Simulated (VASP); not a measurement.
Wanted: the native input for a VASP 6.6.1 run.

```
Task                   : single point
Functional             : PBE
Potentials or basis    : VASP PAW PBE potentials, release 64 (Si)
Cutoff                 : 500 eV
k mesh                 : 15 × 15 × 15
Occupations            : gaussian, width 0.1 eV
Spin                   : no spin polarisation
Dipole correction      : no
Further INCAR settings : ALGO = Normal; EDIFF = 1e-06; NBANDS = 8
```

The structure of Si lies in POSCAR:

```
Si
1.0
    0.0000000000      1.6474296657      1.6474296657
    1.6474296657      0.0000000000      1.6474296657
    1.6474296657      1.6474296657      0.0000000000
Si
1
Direct
    0.0000000000      0.0000000000      0.0000000000
```

The input as run:

INCAR

```
  ALGO = Normal
  EDIFF = 1E-6
  ENCUT = 500
  GGA = PE
  GGA_COMPAT = F
  ISIF = 2
  ISMEAR = 0
  LASPH = T
  LCHARG = T
  LELF = T
  LREAL = F
  LVHAR = T
  LWAVE = F
  NBANDS = 8
  NELM = 120
  PREC = Accurate
  SIGMA = 0.1
```

KPOINTS

```
k-points
0
Gamma
  15 15 15
```

Potentials or basis: VASP PAW PBE potentials, release 64 (Si).

Command:

```bash
$ cat potpaw_PBE.64/Si/POTCAR > POTCAR
$ mpirun -np 1 vasp_std > vasp.out
```

Results of the run:

- Pressure: 113.1 GPa
- Band gap on the k mesh: zero (band 2 reaches 31.86 eV, above the bottom of band 3 at 14.66 eV)

It took 13 s on 1 thread of Intel Xeon 8259CL, with other jobs on the host, peak memory 0.12 GiB.
